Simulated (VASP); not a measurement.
# Re: single point with PBE

Crystal: Re.

```
Re
1.0
     2.77687    0.00000    0.00000
    -1.38844    2.40484    0.00000
     0.00000    0.00000    4.47881
Re
2
Direct
  0.33333 0.66667 0.25000
  0.66667 0.33333 0.75000
```

```
Program                : VASP 6.6.1
Task                   : single point
Functional             : PBE
Potentials or basis    : VASP PAW PBE potentials, release 64 (Re)
Cutoff                 : 520 eV
k mesh                 : 13 × 13 × 7
Occupations            : methfessel-paxton, width 1 eV
Spin                   : no spin polarisation
Dipole correction      : no
Further INCAR settings : ALGO = Normal; EDIFF = 1e-06; NBANDS = 14
```

```json
{"Pressure": "-0.8 GPa", "Band gap on the k mesh": "zero (band 7 reaches 8.84 eV, above the bottom of band 8 at 6.14 eV)"}
```

Stress tensor (GPa, compression positive):
```
-0.45  0.00  0.00
 0.00 -0.45  0.00
 0.00  0.00 -1.53
```

Levels at points of the mesh, in eV from the Fermi level:
| k point | band 4 | band 5 | band 6 | band 7 | band 8 | band 9 | band 10 | band 11 |
| --- | --- | --- | --- | --- | --- | --- | --- | --- |
| (0.00, 0.00, 0.00) | -1.56 | -1.54 | -0.74 | -0.74 | 0.16 | 0.16 | 0.58 | 3.27 |

Wall time 39 s on 1 thread of AMD EPYC 7R13 Processor (Zen 3) (shared host), peak memory 0.14 GiB.

Caveat: spin-orbit coupling is left out, which moves the levels of the heavy elements.
